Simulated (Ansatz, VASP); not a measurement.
**Al3Cu: VASP beside Ansatz**

```
Al Cu
1.0
     3.61723    0.00000    0.00000
     0.00000    4.18235    0.00000
     0.00000    0.00000    3.76506
Al Cu
3 1
Direct
  0.00000 0.50000 0.50000
  0.50000 0.00000 0.50000
  0.50000 0.50000 0.00000
  0.00000 0.00000 0.00000
```

Change from the starting cell: strain +e along x and -e along y -0.0733, strain +e along z and -e/2 along x and y -0.0233.

Alike in both runs: task single point; functional LDA; k mesh 10 × 10 × 10; occupations gaussian, width 0.15 eV; no spin polarisation.

|  | VASP | Ansatz |
| --- | --- | --- |
| version | VASP 6.6.1 | Ansatz 0.2.0 |
| potentials or method | VASP PAW LDA potentials, release 64 (Al, Cu), cutoff 520 eV | scalar-relativistic, plane waves, PAW |
| valence electrons in the cell | 20 | 28 |

Ansatz gave:

| Quantity | Value |
| --- | --- |
| gap on the k mesh at the Fermi level (eV) | none |
| pressure (GPa) | 1.7 |
| traceless stress, the component that is largest in VASP (GPa) | -7.85 |

Q: What did VASP give for the same quantities?

A: gap on the k mesh at the Fermi level (eV): none; pressure (GPa): 2.0; traceless stress, the component that is largest in VASP (GPa): -7.88.

Ansatz warns that its potentials were made for another functional, while VASP's fit it. LDA's correlation is that of Perdew and Zunger in VASP and of Perdew and Wang (1992) in Ansatz. A gap of «none» marks a metal or a gap that the smearing closes. VASP's potentials hold 20 valence electrons a cell and Ansatz's 28, so a difference there can come from the potentials and not from the codes.
